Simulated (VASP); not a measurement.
BaS, 4 atoms in the cell. It takes space group P6_3/mmc (No. 194, hexagonal). Conventional cell: a = 4.446 Å, b = 4.446 Å, c = 7.804 Å, α = 90.00°, β = 90.00°, γ = 120.00°. Ba (site symmetry -3m) has 6 S at 3.22 Å and 2 Ba at 3.90 Å within 4.2 Å. S (site symmetry -6m2) has 6 Ba at 3.22 Å within 4.2 Å. 

```yaml
Program: VASP 6.6.1
Task: single point
Functional: PBE
Potentials_or_basis: VASP PAW PBE potentials, release 64 (Ba_sv, S)
Cutoff: 520 eV
k_mesh: 6 × 6 × 4
Occupations: fermi-dirac, width 0.02 eV
Spin: no spin polarisation
Dipole_correction: no
Further_INCAR_settings: ALGO = Normal; EDIFF = 1e-06; NBANDS = 24
```

Potentials or basis: VASP PAW PBE potentials, release 64 (Ba_sv, S).

The run is started by

```sh
$ cat potpaw_PBE.64/Ba_sv/POTCAR potpaw_PBE.64/S/POTCAR > POTCAR
$ mpirun -np 1 vasp_std > vasp.out
```

Hardware: 1 thread of Intel(R) Xeon(R) Platinum 8259CL CPU @ 2.50GHz (Skylake/Cascade Lake), with other jobs on the host.

Estimate the wall time of this run.

Run time: 73 s on 1 thread of Intel(R) Xeon(R) Platinum 8259CL CPU @ 2.50GHz (Skylake/Cascade Lake), with other jobs on the host, peak memory 0.29 GiB. Counts: scf iterations 14, k points 21.
